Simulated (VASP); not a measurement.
# TePb (Fm-3m) in VASP: a series of runs

Aim: see how the results for TePb move with the level of theory and the settings. Levels: PBE, PBE+D3(BJ). Tasks: single point.

Program: VASP 6.6.1. These are calculated values, not measurements. Logs are shortened: lines on timing, memory, paths and dates and some standing lists are left out, and cuts for length are marked.

**1. The cell of the first run**

It takes space group Fm-3m (No. 225, cubic). The conventional cell has a = 6.536 Å, b = 6.536 Å, c = 6.536 Å, α = 90.00°, β = 90.00°, γ = 90.00°. Within 4.3 Å of Pb (site symmetry m-3m) lie 6 Te at 3.27 Å. Within 4.3 Å of Te (site symmetry m-3m) lie 6 Pb at 3.27 Å.

**2. Single point, PBE**

The input, INCAR:

```
PREC = Accurate ; ENCUT = 500
EDIFF = 1E-6 ; ISMEAR = 0
SIGMA = 0.01 ; LREAL = F
LASPH = T ; NELM = 120
ALGO = Normal ; ISIF = 2
LWAVE = F ; LCHARG = T
GGA = PE ; LELF = T
LVHAR = T ; NBANDS = 17
GGA_COMPAT = F
```

The input, KPOINTS:

```
regular mesh
0
Gamma
  2 2 2
```

The input, POSCAR:

```
TePb
1.0
    0.0000000000      3.2678368520      3.2678368520
    3.2678368520      0.0000000000      3.2678368520
    3.2678368520      3.2678368520      0.0000000000
Pb Te
1 1
Direct
    0.0000000000      0.0000000000      0.0000000000
    0.5000000000      0.5000000000      0.5000000000
```

Potentials or basis: VASP PAW PBE potentials, release 64 (Pb_d, Te).

Started as:

```sh
> cat potpaw_PBE.64/Pb_d/POTCAR potpaw_PBE.64/Te/POTCAR > POTCAR
> mpirun -np 1 vasp_std > vasp.out
```

OUTCAR:

```text
PREC = Accurate
   ENCUT = 500
   EDIFF = 1E-6
   ISMEAR = 0
   LREAL = F
   LASPH = T
   NELM = 120
   ISIF = 2
   GGA = PE

 ion  position               nearest neighbor table
   1  0.000  0.000  0.000-   2 3.27   2 3.27   2 3.27   2 3.27   2 3.27   2 3.27
   2  0.500  0.500  0.500-   1 3.27   1 3.27   1 3.27   1 3.27   1 3.27   1 3.27

  LATTYP: Found a face centered cubic cell.
 ALAT       =     6.5356737040

  Lattice vectors:

 A1 = (   0.0000000000,   3.2678368520,   3.2678368520)
 A2 = (   3.2678368520,   0.0000000000,   3.2678368520)
 A3 = (   3.2678368520,   3.2678368520,   0.0000000000)

Analysis of symmetry for initial positions (statically):
=====================================================================
 Subroutine PRICEL returns:
 Original cell was already a primitive cell.

 Routine SETGRP: Setting up the symmetry group for a
 face centered cubic supercell.

 Subroutine GETGRP returns: Found 48 space group operations
 (whereof 48 operations were pure point group operations)
 out of a pool of 48 trial point group operations.

The static configuration has the point symmetry O_h .

Analysis of symmetry for dynamics (positions and initial velocities):
=====================================================================
 Subroutine PRICEL returns:
 Original cell was already a primitive cell.

 Routine SETGRP: Setting up the symmetry group for a
 face centered cubic supercell.

 Subroutine GETGRP returns: Found 48 space group operations
 (whereof 48 operations were pure point group operations)
 out of a pool of 48 trial point group operations.

The dynamic configuration has the point symmetry O_h .

 Subroutine INISYM returns: Found 48 space group operations
 (whereof 48 operations are pure point group operations),
 and found     1 'primitive' translations

----------------------------------------------------------------------------------------

                                     Primitive cell

  volume of cell :      69.7929

  direct lattice vectors                    reciprocal lattice vectors
     0.000000000  3.267836852  3.267836852    -0.153006415  0.153006415  0.153006415
     3.267836852  0.000000000  3.267836852     0.153006415 -0.153006415  0.153006415
     3.267836852  3.267836852  0.000000000     0.153006415  0.153006415 -0.153006415

  length of vectors
     4.621419196  4.621419196  4.621419196     0.265014884  0.265014884  0.265014884

  position of ions in fractional coordinates (direct lattice)
     0.000000000  0.000000000  0.000000000
     0.500000000  0.500000000  0.500000000

  ion indices of the primitive-cell ions
   primitive index   ion index
                 1           1
                 2           2

----------------------------------------------------------------------------------------

 KPOINTS: regular mesh

Automatic generation of k-mesh.
 Grid dimensions read from file:
 generate k-points for:    2    2    2

 Generating k-lattice:

  Cartesian coordinates                     Fractional coordinates (reciprocal lattice)
    -0.076503207  0.076503207  0.076503207     0.500000000  0.000000000  0.000000000
     0.076503207 -0.076503207  0.076503207     0.000000000  0.500000000  0.000000000
     0.076503207  0.076503207 -0.076503207     0.000000000  0.000000000  0.500000000

  Length of vectors
     0.132507442  0.132507442  0.132507442

  Shift w.r.t. Gamma in fractional coordinates (k-lattice)
     0.000000000  0.000000000  0.000000000

 Subroutine IBZKPT returns following result:
 ===========================================

 Found      3 irreducible k-points:

 Following reciprocal coordinates:
            Coordinates               Weight
  0.000000  0.000000  0.000000      1.000000
  0.500000  0.000000  0.000000      4.000000
  0.500000  0.500000  0.000000      3.000000
   k-points           NKPTS =      3   k-points in BZ     NKDIM =      3   number of bands    NBANDS=     17
   number of dos      NEDOS =    301   number of ions     NIONS =      2
   total plane-waves  NPLWV =  46656
   dimension x,y,z NGX =    36 NGY =   36 NGZ =   36
   dimension x,y,z NGXF=    72 NGYF=   72 NGZF=   72
   ions per type =               1   1
   NGX,Y,Z   is equivalent  to a cutoff of  12.95, 12.95, 12.95 a.u.
   NGXF,Y,Z  is equivalent  to a cutoff of  25.90, 25.90, 25.90 a.u.
 SYSTEM =  unknown system
   PREC   = accura    normal or accurate (medium, high low for compatibility)
   ISTART =      0    job   : 0-new  1-cont  2-samecut
   ICHARG =      2    charge: 1-file 2-atom 10-const
   ISPIN  =      1    spin polarized calculation?
   LNONCOLLINEAR =      F non collinear calculations
   LSORBIT =      F    spin-orbit coupling
   LASPH  =      T    aspherical Exc in radial PAW
   ENCUT  =  500.0 eV  36.75 Ry    6.06 a.u.   8.43  8.43  8.43*2*pi/ulx,y,z
   NELM   =    120;   NELMIN=  2; NELMDL= -5     # of ELM steps
   EDIFF  = 0.1E-05   stopping-criterion for ELM
   LREAL  =      F    real-space projection
   EDIFFG = 0.1E-04   stopping-criterion for IOM
   NSW    =      0    number of steps for IOM
   IBRION =     -1    ionic relax: 0-MD 1-quasi-New 2-CG
   NFREE  =      0    steps in history (QN), initial steepest desc. (CG)
   ISIF   =      2    stress and relaxation
   ISYM   =      2    0-nonsym 1-usesym 2-fastsym
   POTIM  = 0.5000    time-step for ionic-motion
   TEBEG  =    0.0;   TEEND  =   0.0 temperature during run
   PSTRESS=    0.0 pullay stress
   NELECT =      20.0000    total number of electrons
   NUPDOWN=      -1.0000    fix difference up-down
   EMIN   =  10.00;   EMAX   =-10.00  energy-range for DOS
   EFERMI =   0.00;   METHOD = LEGACY
   ISMEAR =     0;   SIGMA  =   0.01  broadening in eV -4-tet -1-fermi 0-gaus
   EFERMI_NEDOS =   21; number of points for ismear=-14 and -15
   IALGO  =     38    algorithm
   IMIX   =      4    mixing-type and parameters
     AMIX     =   0.40;   BMIX     =  1.00
     AMIX_MAG =   1.60;   BMIX_MAG =  1.00
  volume/ion in A,a.u.               =      34.90       235.49
  Fermi-wavevector in a.u.,A,eV,Ry     =   1.079314  2.039608 15.849680  1.164919
  Thomas-Fermi vector in A             =   2.215276
   LORBIT       =      0    0 simple, 1 ext, 2 COOP (PROOUT), +10 PAW based schemes
   GGA     = PE    functional components
   LHFCALC =     F    Hartree Fock is set to
   AEXX    =    0.0000 exact exchange contribution
   IVDW    =     0    specifies the selected vdW correction
   LEPSILON=     F    determine dielectric tensor
   LRPA    =     F    only Hartree local field effects (RPA)
 non-spin polarized calculation
 Gauss-broadening in eV      SIGMA  =   0.01
  energy-cutoff  :      500.00
  volume of cell :       69.79
 maximum number of plane-waves:      1807
 NGX is ok and might be reduce to    36
   NGX = 17   NGY = 17   NGZ = 17

 number of electron      20.0000002 magnetization

 Free energy of the ion-electron system (eV)
  ---------------------------------------------------
  ext. energy  EPLUGINS =         0.00000000
  ---------------------------------------------------
  free energy    TOTEN  =        -5.95149737 eV

  energy without entropy =       -5.95149737  energy(sigma->0) =       -5.95149737

 E-fermi :   5.4888     XC(G=0):  -9.0670

 val. band max:        5.3906920241   @ k =   0.5000   0.0000   0.0000
 cond. band min:       6.0445406667   @ k =   0.5000   0.0000   0.0000
 fundamental gap:      0.6538486426
 Fermi energy:         5.4888054602

 k-point     1 :       0.0000    0.0000    0.0000
  band No.  band energies     occupation
      1     -11.7822      2.00000
      2     -11.7822      2.00000
      3     -11.7822      2.00000
      4     -11.7786      2.00000
      5     -11.7786      2.00000
      6      -6.3000      2.00000
      7      -0.4167      2.00000
      8       4.2458      2.00000
      9       4.2458      2.00000
     10       4.2458      2.00000
     11       9.2214      0.00000
     12       9.2214      0.00000
     13       9.2214      0.00000
     14      11.1635      0.00000
     15      11.1635      0.00000
     16      11.1635      0.00000
     17      12.7357      0.00000

 k-point     2 :       0.5000    0.0000    0.0000
  band No.  band energies     occupation
      1     -11.7916      2.00000
      2     -11.7916      2.00000
      3     -11.7797      2.00000
      4     -11.7660      2.00000
      5     -11.7660      2.00000
      6      -4.7278      2.00000
      7      -3.3649      2.00000
      8       4.7644      2.00000
      9       4.7644      2.00000
     10       5.3907      2.00000
     11       6.0445      0.00000
     12       6.4752      0.00000
     13       6.4752      0.00000
     14      13.7352      0.00000
     15      14.3963      0.00000
     16      14.5761      0.00000
     17      14.5761      0.00000

 k-point     3 :       0.5000    0.5000    0.0000
  band No.  band energies     occupation
      1     -11.8223      2.00000
      2     -11.7901      2.00000
      3     -11.7692      2.00000
      4     -11.7606      2.00000
      5     -11.7606      2.00000
      6      -4.5845      2.00000
      7      -2.1560      2.00000
      8       1.1107      2.00000
      9       2.7842      2.00000
     10       2.7842      2.00000
     11       8.7125      0.00000
     12      10.6371      0.00000
     13      10.6371      0.00000
     14      11.9306      0.00000
     15      15.3849      0.00000
     16      16.0146      0.00000
     17      16.1779      0.00000

------------------------ aborting loop because EDIFF is reached ----------------------------------------

  FORCE on cell =-STRESS in cart. coord.  units (eV):
  Direction    XX          YY          ZZ          XY          YZ          ZX
  --------------------------------------------------------------------------------------
  -------------------------------------------------------------------------------------
  Total        3.1153601      3.1153601      3.1153601     -0.0000000      0.0000000      0.0000000
  in kB       71.5167453     71.5167453     71.5167453     -0.0000000      0.0000000      0.0000000
  external PRESSURE =      71.5167453 kB  Pullay stress =       0.0000000 kB

 VOLUME and BASIS-vectors are now :
 -----------------------------------------------------------------------------
  energy-cutoff  :      500.00
  volume of cell :       69.79
      direct lattice vectors                 reciprocal lattice vectors
     0.000000000  3.267836852  3.267836852    -0.153006415  0.153006415  0.153006415
     3.267836852  0.000000000  3.267836852     0.153006415 -0.153006415  0.153006415
     3.267836852  3.267836852  0.000000000     0.153006415  0.153006415 -0.153006415

 POSITION                                       TOTAL-FORCE (eV/Angst)
 -----------------------------------------------------------------------------------
      0.00000      0.00000      0.00000         0.000000     -0.000000     -0.000000
      3.26784      3.26784      3.26784        -0.000000      0.000000      0.000000
 -----------------------------------------------------------------------------------
    total drift:                               -0.000000      0.000000      0.000000

  FREE ENERGIE OF THE ION-ELECTRON SYSTEM (eV)
  ---------------------------------------------------
  free  energy   TOTEN  =        -5.9514973740 eV

  energy  without entropy=       -5.9514973740  energy(sigma->0) =       -5.95149737
```

It took 8.8 s on 1 thread of Intel Xeon Platinum 8259CL at 2.50GHz (Skylake/Cascade Lake), shared host; peak memory 0.2 GiB.

What came out:

```
Free energy            : -5.9515 eV
Pressure               : 7.2 GPa
Band gap on the k mesh : 0.65 eV
```

Caveat: the k points lie up to 0.83 Å⁻¹ apart, too coarse for converged energies, forces and pressures; the structure was generated, so it needn't be the stable form of TePb; spin-orbit coupling is left out, which moves the levels of the heavy elements.

**3. Single point, PBE**

The input, INCAR:

```
SYSTEM = TePb
ALGO = Normal ; EDIFF = 1E-6
ENCUT = 500 ; GGA = PE
GGA_COMPAT = .FALSE. ; ISIF = 2
ISMEAR = 0 ; LASPH = .TRUE.
LCHARG = .FALSE. ; LREAL = .FALSE.
LWAVE = .FALSE. ; NBANDS = 17
NELM = 120 ; PREC = Accurate
SIGMA = 0.01
```

The input, KPOINTS:

```
k-points
0
G
  2 2 2
  0 0 0
```

POSCAR is that of step 2.

Potentials or basis: VASP PAW PBE potentials, release 64 (Pb_d, Te).

Started as:

```sh
> cat potpaw_PBE.64/Pb_d/POTCAR potpaw_PBE.64/Te/POTCAR > POTCAR
> mpirun -np 1 vasp_std > vasp.out
```

Wall time 8.1 s (1 thread of Intel Xeon Platinum 8259CL at 2.50GHz (Skylake/Cascade Lake), shared host); peak memory 0.2 GiB.

The run converged. Its results:

- Free energy: -5.9515 eV
- Pressure: 7.2 GPa
- Band gap on the k mesh: 0.65 eV

Levels at points of the mesh, in eV from the valence-band top:
| k point | band 6 | band 7 | band 8 | band 9 | band 10 | band 11 | band 12 | band 13 | band 14 | band 15 |
| --- | --- | --- | --- | --- | --- | --- | --- | --- | --- | --- |
| (0.00, 0.00, 0.00) | -11.69 | -5.81 | -1.14 | -1.14 | -1.14 | 3.83 | 3.83 | 3.83 | 5.77 | 5.77 |
| (0.50, 0.00, 0.00) | -10.12 | -8.76 | -0.63 | -0.63 | 0.00 | 0.65 | 1.08 | 1.08 | 8.34 | 9.01 |
| (0.50, 0.50, 0.00) | -9.98 | -7.55 | -4.28 | -2.61 | -2.61 | 3.32 | 5.25 | 5.25 | 6.54 | 9.99 |

Caveat: the k points lie up to 0.83 Å⁻¹ apart, too coarse for converged energies, forces and pressures; the structure was generated, so it needn't be the stable form of TePb; spin-orbit coupling is left out, which moves the levels of the heavy elements. A k mesh can miss the band edges.

**4. Single point, PBE**

The input, INCAR:

```
SYSTEM = TePb
ALGO = Normal
EDIFF = 1E-6
ENCUT = 500
GGA = PE
GGA_COMPAT = .FALSE.
ISIF = 2
ISMEAR = 1
LASPH = .TRUE.
LCHARG = .FALSE.
LREAL = .FALSE.
LWAVE = .FALSE.
NBANDS = 17
NELM = 120
PREC = Accurate
SIGMA = 0.001
```

The input, KPOINTS:

```
k-points
0
G
  6 6 6
  0 0 0
```

POSCAR is that of step 3.

Started as:

```sh
> cat potpaw_PBE.64/Pb_d/POTCAR potpaw_PBE.64/Te/POTCAR > POTCAR
> mpirun -np 1 vasp_std > vasp.out
```

Run time: 17 s. Hardware: 1 thread of Intel Xeon Platinum 8259CL at 2.50GHz (Skylake/Cascade Lake), shared host; peak memory 0.2 GiB.

The run converged. Its results:

```
Free energy            : -7.5219 eV
Pressure               : 0.6 GPa
Band gap on the k mesh : 0.80 eV
```

Levels at points of the mesh, in eV from the valence-band top:
```
           k point  band 8  band 9  band 10  band 11  band 12  band 13
(0.00, 0.00, 0.00)   -1.21   -1.21    -1.21     4.04     4.04     4.04
(0.50, 0.00, 0.00)   -0.78   -0.78     0.00     0.80     1.36     1.36
(0.50, 0.50, 0.00)   -4.23   -2.60    -2.60     3.44     5.36     5.36
```

Caveat: the structure was generated, so it needn't be the stable form of TePb; spin-orbit coupling is left out, which moves the levels of the heavy elements.

**5. Single point, PBE+D3(BJ)**

The input, INCAR:

```
SYSTEM = TePb
PREC = Accurate
ENCUT = 500
EDIFF = 1E-6
ISMEAR = 0
SIGMA = 0.01
LREAL = .FALSE.
LASPH = .TRUE.
NELM = 120
ALGO = Normal
ISIF = 2
LWAVE = .FALSE.
LCHARG = .FALSE.
GGA = PE
IVDW = 12
NBANDS = 17
GGA_COMPAT = .FALSE.
```

The input, KPOINTS:

```
Automatic mesh
0
G
  6 6 6
  0 0 0
```

POSCAR is that of step 4.

Started as:

```sh
> cat potpaw_PBE.64/Pb_d/POTCAR potpaw_PBE.64/Te/POTCAR > POTCAR
> mpirun -np 1 vasp_std > vasp.out
```

It took 17 s on 1 thread of Intel Xeon Platinum 8259CL at 2.50GHz (Skylake/Cascade Lake), shared host; peak memory 0.21 GiB.

The run converged. Its results:

```yaml
Free_energy: -8.2989 eV
Pressure: -1.2 GPa
Band_gap_on_the_k_mesh: 0.80 eV
Dispersion_energy_per_atom: -0.389 eV
```

Levels at points of the mesh, in eV from the valence-band top:
```
           k point  band 8  band 9  band 10  band 11  band 12  band 13
(0.00, 0.00, 0.00)   -1.21   -1.21    -1.21     4.04     4.04     4.04
(0.50, 0.00, 0.00)   -0.78   -0.78     0.00     0.80     1.36     1.36
(0.50, 0.50, 0.00)   -4.23   -2.60    -2.60     3.44     5.36     5.36
```

Caveat: the structure was generated, so it needn't be the stable form of TePb; spin-orbit coupling is left out, which moves the levels of the heavy elements. A k mesh can miss the band edges.

**6. Overview**

| level | k mesh | smearing | gap on the mesh (eV) | pressure (GPa) |
| --- | --- | --- | --- | --- |
| PBE | 2 × 2 × 2 | gaussian 0.01 eV | 0.65 | 7.2 |
| PBE | 6 × 6 × 6 | methfessel-paxton 0.001 eV | 0.80 | 0.6 |
| PBE+D3(BJ) | 6 × 6 × 6 | gaussian 0.01 eV | 0.80 | -1.2 |

Alike in all rows: task single point; potentials or basis VASP PAW PBE potentials, release 64 (Pb_d, Te); no spin polarisation; cell as given; cutoff (eV) 500.

Caveats: some runs use coarse meshes; the structure was generated, so it needn't be the stable form of TePb; spin-orbit coupling is left out, which moves the levels of the heavy elements.

Absolute energies hang on the potentials; compare differences alone.
